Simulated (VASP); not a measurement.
A run of VASP 6.6.1 is set up as follows.

INCAR

```
PREC = Accurate
ENCUT = 520
EDIFF = 1E-6
ISMEAR = 0
SIGMA = 0.05
LREAL = Auto
LASPH = T
NELM = 60
ALGO = Normal
ISIF = 2
LWAVE = F
LCHARG = T
GGA = PE
LELF = T
LVHAR = T
NBANDS = 48
NELECT = 66.0
```

Contents of KPOINTS:

```
regular mesh
0
Gamma
  2 2 2
```

The input POSCAR:

```
LiSi16
1.0
    0.0000000000      5.4300000000      5.4300000000
    5.4300000000      0.0000000000      5.4300000000
    5.4300000000      5.4300000000      0.0000000000
Si Li
16 1
Direct
   -0.0219881215      0.0072494475      0.0072993554
    0.1184651934      0.1205662983      0.1214397790
    0.0026453039     -0.0092320442      0.5034055249
    0.1187589319      0.1205957643      0.6395410681
    0.0027762431      0.5028383057     -0.0089679558
    0.1181052486      0.6393358195      0.1214702578
    0.0026010129      0.5027194291      0.5034713628
    0.1455559853      0.6179103131      0.6181950276
    0.4959072744     -0.0019568140     -0.0011284530
    0.6085767956      0.1299176796      0.1310244936
    0.4960630755     -0.0020603131      0.5075113260
    0.6291069982      0.1211550645      0.6250460405
    0.4956503683      0.5067102210     -0.0010389503
    0.6291712707      0.6241088398      0.1219791897
    0.5179906998      0.4934906998      0.4944304788
    0.6290406998      0.6241222836      0.6251084715
    1.1994527624      0.2667004604      0.2669328729
```

Potentials or basis: VASP PAW PBE potentials, release 64 (Si, Li_sv).

Run with:

```sh
$ cat potpaw_PBE.64/Si/POTCAR potpaw_PBE.64/Li_sv/POTCAR > POTCAR
$ mpirun -np 1 vasp_std > vasp.out
```

(1) Estimate the largest force.

Answers

(1) 0.522 eV/Å.

Caveat: the k points lie up to 0.50 Å⁻¹ apart; the cell carries a net charge on a neutralising background, which shifts energy and pressure.
